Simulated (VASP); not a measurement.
A run of VASP 6.6.1 is set up as follows.

The input INCAR:

```
PREC     = Accurate       # precision mode
ENCUT    = 500            # plane-wave cutoff, eV
EDIFF    = 1E-6           # SCF threshold, eV
ISMEAR   = 0              # smearing method
SIGMA    = 0.1            # smearing width, eV
LREAL    = False          # projectors in reciprocal space
LASPH    = True           # aspherical terms in the spheres
NELM     = 120            # most SCF steps
ALGO     = Normal         # electronic algorithm
ISIF     = 2              # what is computed and relaxed
LWAVE    = False          # write WAVECAR
LCHARG   = False          # write CHGCAR
NBANDS   = 14             # bands
GGA_COMPAT= False
```

Contents of KPOINTS:

```
Automatic mesh
0
Gamma
  8 8 8
```

File POSCAR:

```
Rh
1.0
   -1.5110298079      1.5110298079      1.5110298079
    1.5110298079     -1.5110298079      1.5110298079
    1.5110298079      1.5110298079     -1.5110298079
Rh
1
Direct
    0.0000000000      0.0000000000      0.0000000000
```

Potentials or basis: VASP PAW LDA potentials, release 64 (Rh_pv).

Launch:

```sh
$ cat potpaw_LDA.64/Rh_pv/POTCAR > POTCAR
$ mpirun -np 1 vasp_std > vasp.out
```

(1) Estimate the pressure.

Answers

(1) -3.4 GPa.

Caveat: the k points lie up to 0.37 Å⁻¹ apart.
